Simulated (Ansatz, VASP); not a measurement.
Si2Ni in VASP and in Ansatz

File INCAR:

```
PREC = Accurate
ENCUT = 520
EDIFF = 1E-6
ISMEAR = 0
SIGMA = 0.15
LREAL = F
LASPH = T
NELM = 60
ALGO = Normal
ISIF = 2
LWAVE = F
LCHARG = T
GGA = PS
LELF = T
LVHAR = T
NBANDS = 16
```

KPOINTS

```
regular mesh
0
Gamma
  16 16 16
```

POSCAR

```
Si2Ni
1.0
    0.0000000000      2.8725430933      2.8725430933
    2.6957048548      0.1768382385      2.6957048548
    2.6957048548      2.6957048548      0.1768382385
Si Ni
2 1
Direct
    0.2500000000      0.2500000000      0.2500000000
    0.7500000000      0.7500000000      0.7500000000
    0.0000000000      0.0000000000      0.0000000000
```

Input for Ansatz:

```yaml
crystal:
  lattice:
    - [0.0, 2.8725430933, 2.8725430933]
    - [2.6957048548, 0.1768382385, 2.6957048548]
    - [2.6957048548, 2.6957048548, 0.1768382385]
  atoms:
    - { symbol: Si, position: [0.25, 0.25, 0.25] }
    - { symbol: Si, position: [0.75, 0.75, 0.75] }
    - { symbol: Ni, position: [0.0, 0.0, 0.0] }
basis:
  ecutwfc: 420
kpoints:
  mp_grid: { grid: [16, 16, 16] }
hamiltonian:
  xc: pbesol
scf:
  occupations: { method: gaussian, width: 0.15 }
output:
  forces: true
  stress: true
  eigenvalues: true
```

Change from the starting cell: strain +0.1312 x Voigt [0, 0, 0, 1, 0, 0], atoms carried along.

Alike in both runs: task single point; functional PBEsol; k mesh 16 × 16 × 16; occupations gaussian, width 0.15 eV; no spin polarisation.

|  | VASP | Ansatz |
| --- | --- | --- |
| version | VASP 6.6.1 | Ansatz 0.2.0 |
| potentials or method | VASP PAW PBE potentials, release 64 (Si, Ni), cutoff 520 eV | scalar-relativistic, plane waves, PAW |
| valence electrons in the cell | 18 | 26 |

```csv
,VASP,Ansatz,Ansatz less VASP
gap on the k mesh at the Fermi level (eV),none,none,-
pressure (GPa),3.2,3.1,-0.14
"traceless stress, the component that is largest in VASP (GPa)",-15.10,-15.09,+0.005
rms of the force components (eV/Å),0.519,0.517,-0.0021
```

VASP's potentials were made for PBE, not for PBEsol. Atom by atom the forces differ by 0.002 eV/Å (rms over components). A gap of «none» marks a metal or a gap that the smearing closes. VASP's potentials hold 18 valence electrons a cell and Ansatz's 26, so a difference there can come from the potentials and not from the codes.
